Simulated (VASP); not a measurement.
Write the native input for VASP 6.6.1 that does the following.

* Task: single point
* Functional: r2SCAN
* Potentials or basis: VASP PAW PBE potentials, release 64 (Ge_d)
* Cutoff: 520 eV
* k mesh: 22 × 22 × 22
* Occupations: gaussian, width 0.15 eV
* Spin: no spin polarisation
* Dipole correction: no
* Further INCAR settings: ALGO = Normal; EDIFF = 1e-07; NBANDS = 21

Ge:

```
Ge
1.0
    -2.42269    2.42269    1.57802
     2.42269   -2.42269    1.57802
     2.42269    2.42269   -1.57802
Ge
2
Direct
  0.25000 0.75000 0.50000
  0.50000 0.50000 0.00000
```

This cell differs from its parent crystal: ratio of the length along z to the lengths across it x 1.2, volume and fractional coordinates fixed.

These files were run (other wordings do the same):

POSCAR

```
Ge
1.0
   -2.4226875816      2.4226875816      1.5780187734
    2.4226875816     -2.4226875816      1.5780187734
    2.4226875816      2.4226875816     -1.5780187734
Ge
2
Direct
    0.2500000000      0.7500000000      0.5000000000
    0.5000000000      0.5000000000      0.0000000000
```

INCAR.step1

```
SYSTEM = Ge
  PREC = Accurate
  ENCUT = 520
  ISMEAR = 0
  SIGMA = 0.15
  LREAL = .FALSE.
  LASPH = .TRUE.
  NELM = 80
  NBANDS = 21
  GGA = PE
  ALGO = Normal
  EDIFF = 1E-4
  LWAVE = .TRUE.
  LCHARG = .FALSE.
```

INCAR.step2

```
SYSTEM = Ge
  PREC = Accurate
  ENCUT = 520
  EDIFF = 1E-7
  ISMEAR = 0
  SIGMA = 0.15
  LREAL = .FALSE.
  LASPH = .TRUE.
  NELM = 80
  ALGO = Normal
  ISIF = 2
  LWAVE = .FALSE.
  LCHARG = .FALSE.
  METAGGA = R2SCAN
  LMIXTAU = .TRUE.
  NBANDS = 21
  ISTART = 1
```

KPOINTS

```
Automatic mesh
0
G
  22 22 22
  0 0 0
```

Potentials or basis: VASP PAW PBE potentials, release 64 (Ge_d).

Launch:

```console
$ cat potpaw_PBE.64/Ge_d/POTCAR > POTCAR
$ cp INCAR.step1 INCAR
$ mpirun -np 1 vasp_std > vasp.out
$ cp INCAR.step2 INCAR
$ mpirun -np 1 vasp_std > vasp.out
```

Results of the run:

| Property | Result |
| --- | --- |
| Pressure | 3.3 GPa |
| Band gap on the k mesh | zero (bands 14 and 15 overlap by 6.59 eV) |

Caveat: the stress differs along the axes, from -1 to 5 GPa; the PAW data sets were made with another functional, which shifts forces and pressure a little.

Run time: 81 min on 1 thread of Oxide Virtual Turin-like Processor (shared host), peak memory 0.54 GiB.
